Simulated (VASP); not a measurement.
Fe, 2 atoms in the cell. It takes space group P6_3/mmc (No. 194, hexagonal). Conventional cell: a = 2.450 Å, b = 2.450 Å, c = 3.867 Å, α = 90.00°, β = 90.00°, γ = 120.00°. Fe (site symmetry -6m2) has 12 Fe at 2.40 to 2.45 Å within 3.2 Å.  This cell differs from its parent crystal: volume scaled by 1.02.

* Program: VASP 6.6.1
* Task: single point
* Functional: PBE
* Potentials or basis: VASP PAW PBE potentials, release 64 (Fe)
* Cutoff: 520 eV
* k mesh: 12 × 12 × 7
* Occupations: fermi-dirac, width 0.05 eV
* Spin: collinear spin, ferromagnetic start
* Starting moments: [3.0, 3.0] μB
* Dipole correction: no
* Further INCAR settings: ALGO = Normal; EDIFF = 1e-06; NBANDS = 19

Potentials or basis: VASP PAW PBE potentials, release 64 (Fe).

The run is started by

```sh
$ cat potpaw_PBE.64/Fe/POTCAR > POTCAR
$ mpirun -np 1 vasp_std > vasp.out
```

Hardware: 1 thread of Intel Xeon 6975P-C (shared host).

Task: How long does it take, and how much memory?

Result: Wall time 36 s on 1 thread of Intel Xeon 6975P-C (shared host), peak memory 0.17 GiB. Counts: scf iterations 14, k points 76.
